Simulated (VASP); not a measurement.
# MgO (Fm-3m) in VASP: a series of runs, part 2 of 2

VASP 6.6.1. Earlier steps stand in the parts before.

## Step 4: Single point, PBE

This run uses another cell than the first one: it holds 32 atoms, not 2.

Contents of INCAR:

```
PREC = Accurate
ENCUT = 520
EDIFF = 1E-7
ISMEAR = 0
SIGMA = 0.01
LREAL = Auto
LASPH = T
NELM = 80
ALGO = Normal
ISIF = 2
LWAVE = F
LCHARG = F
GGA = PE
NBANDS = 86
```

Contents of KPOINTS:

```
Automatic mesh
0
Gamma
  2 2 2
  0.5 0.5 0.5
```

Contents of POSCAR:

```
MgO
1.0
    4.2535896556     -4.2535896556      4.2535896556
   -4.2535896556     -4.2535896556     -4.2535896556
    4.2535896556      4.2535896556     -4.2535896556
Mg O
16 16
Direct
    0.2500000000      0.2500000000      0.5000000000
    0.5000000000      0.2500000000      0.2500000000
    0.5000000000      0.0000000000      0.5000000000
    0.7500000000      0.2500000000      0.0000000000
    0.7500000000      0.0000000000      0.2500000000
    0.7500000000      0.7500000000      0.5000000000
    0.0000000000      0.2500000000      0.7500000000
    0.0000000000      1.0000000000      0.0000000000
    0.0000000000      0.7500000000      0.2500000000
    0.0000000000      0.5000000000      0.5000000000
    0.2500000000      0.0000000000      0.7500000000
    0.2500000000      0.7500000000      0.0000000000
    0.2500000000      0.5000000000      0.2500000000
    0.5000000000      0.7500000000      0.7500000000
    0.5000000000      0.5000000000      0.0000000000
    0.7500000000      0.5000000000      0.7500000000
    0.5000000000      0.2500000000      0.7500000000
    0.7500000000      0.2500000000      0.5000000000
    0.7500000000      0.0000000000      0.7500000000
    0.0000000000      0.2500000000      0.2500000000
    0.0000000000      0.0000000000      0.5000000000
    0.0000000000      0.7500000000      0.7500000000
    0.2500000000      0.2500000000      0.0000000000
    0.2500000000      0.0000000000      0.2500000000
    0.2500000000      0.7500000000      0.5000000000
    0.2500000000      0.5000000000      0.7500000000
    0.5000000000      0.0000000000      0.0000000000
    0.5000000000      0.7500000000      0.2500000000
    0.5000000000      0.5000000000      0.5000000000
    0.7500000000      0.7500000000      0.0000000000
    0.7500000000      0.5000000000      0.2500000000
    0.0000000000      0.5000000000      0.0000000000
```

Potentials or basis: VASP PAW PBE potentials, release 64 (Mg, O).

Started as:

```bash
$ cat potpaw_PBE.64/Mg/POTCAR potpaw_PBE.64/O/POTCAR > POTCAR
$ mpirun -np 1 vasp_std > vasp.out
```

OUTCAR:

```text
PREC = Accurate
   ENCUT = 520
   EDIFF = 1E-7
   ISMEAR = 0
   LREAL = Auto
   LASPH = T
   NELM = 80
   ISIF = 2
   GGA = PE

 ion  position               nearest neighbor table
   1  0.250  0.250  0.500-  17 2.13  20 2.13  21 2.13  24 2.13  26 2.13  29 2.13  15 3.01   2 3.01
                             3 3.01   7 3.01  10 3.01  11 3.01  13 3.01   8 3.01  16 3.01  14 3.01
   2  0.500  0.250  0.250-  18 2.13  23 2.13  24 2.13  27 2.13  29 2.13  31 2.13  16 3.01   1 3.01
                             3 3.01   4 3.01   5 3.01  13 3.01  15 3.01  11 3.01   6 3.01  10 3.01
   3  0.500  0.000  0.500-  17 2.13  18 2.13  19 2.13  24 2.13  25 2.13  28 2.13  14 3.01   1 3.01
                             2 3.01   4 3.01   5 3.01   6 3.01  11 3.01  12 3.01  16 3.01   7 3.01
   4  0.750  0.250  0.000-  17 2.13  19 2.13  20 2.13  27 2.13  31 2.13  32 2.13  16 3.01   2 3.01
                             5 3.01   7 3.01   8 3.01  10 3.01  15 3.01   3 3.01  13 3.01   9 3.01
   5  0.750  0.000  0.250-  18 2.13  20 2.13  21 2.13  27 2.13  28 2.13  30 2.13   9 3.01   2 3.01
                             3 3.01   4 3.01   6 3.01   7 3.01   8 3.01  14 3.01  10 3.01   1 3.01
   6  0.750  0.750  0.500-  19 2.13  21 2.13  22 2.13  28 2.13  29 2.13  31 2.13  16 3.01   3 3.01
[... 311 lines left out ...]
      5     -13.3026      2.00000
      6     -12.9683      2.00000
[... 68 lines left out ...]
     75      12.5576      0.00000
     76      12.8832      0.00000
 [bands above 76 left out]

------------------------ aborting loop because EDIFF is reached ----------------------------------------

  FORCE on cell =-STRESS in cart. coord.  units (eV):
  Direction    XX          YY          ZZ          XY          YZ          ZX
  --------------------------------------------------------------------------------------
  -------------------------------------------------------------------------------------
  Total       -1.4619550     -1.4619550     -1.4619550      0.0000000      0.0000000      0.0000000
  in kB       -7.6088288     -7.6088288     -7.6088288      0.0000000      0.0000000      0.0000000
  external PRESSURE =      -7.6088288 kB  Pullay stress =       0.0000000 kB

 VOLUME and BASIS-vectors are now :
 -----------------------------------------------------------------------------
  energy-cutoff  :      520.00
  volume of cell :      307.84
      direct lattice vectors                 reciprocal lattice vectors
     4.253589656 -4.253589656  4.253589656     0.117547775 -0.117547775  0.000000000
    -4.253589656 -4.253589656 -4.253589656     0.000000000 -0.117547775 -0.117547775
     4.253589656  4.253589656 -4.253589656     0.117547775  0.000000000 -0.117547775

 POSITION                                       TOTAL-FORCE (eV/Angst)
 -----------------------------------------------------------------------------------
      2.12679      0.00000     -2.12679         0.000000      0.000000      0.000000
      2.12679     -2.12679      0.00000         0.000000     -0.000000      0.000000
      4.25359      0.00000      0.00000        -0.000000      0.000000      0.000000
      2.12679     -4.25359      2.12679         0.000000     -0.000000     -0.000000
      4.25359     -2.12679      2.12679        -0.000000     -0.000000      0.000000
      2.12679     -4.25359     -2.12679         0.000000     -0.000000     -0.000000
[... 24 lines left out ...]
      2.12679     -4.25359      0.00000        -0.000000      0.000000      0.000000
     -2.12679     -2.12679     -2.12679         0.000000     -0.000000     -0.000000
 -----------------------------------------------------------------------------------
    total drift:                                0.000000      0.000000      0.000000

  FREE ENERGIE OF THE ION-ELECTRON SYSTEM (eV)
  ---------------------------------------------------
  free  energy   TOTEN  =      -190.6020984903 eV

  energy  without entropy=     -190.6020984903  energy(sigma->0) =     -190.60209849
```

It took 6.2 min on 1 thread of AMD EPYC 7R13 (Zen 3), shared host; peak memory 0.37 GiB.

What came out:

| Property | Result |
| --- | --- |
| Free energy | -190.6021 eV |
| Pressure | -0.8 GPa |
| Band gap on the k mesh | 5.88 eV |

A k mesh can miss the band edges. A hybrid or GW would open this gap; PBE tends to underestimate it.

## Step 5: The runs side by side

```tsv
task	cell	k mesh	cutoff (eV)	smearing	gap on the mesh (eV)	pressure (GPa)
single point	a = 2.966 Å, angles 60.0°, 2 atoms	8 × 8 × 8	600	gaussian 0.1 eV	4.85	5.9
relaxation of cell and atoms	relaxed from a = 2.966 Å, angles 60.0°, 2 atoms	10 × 10 × 10	600	gaussian 0.02 eV	4.50	0.0
single point	a = 7.367 Å, angles 109.5°, 32 atoms	2 × 2 × 2, shifted	520	gaussian 0.01 eV	5.88	-0.8
```

Alike in all rows: level PBE; potentials or basis VASP PAW PBE potentials, release 64 (Mg, O); no spin polarisation.

Total energies depend on the potentials used, so only differences within one code and one set of settings carry meaning.
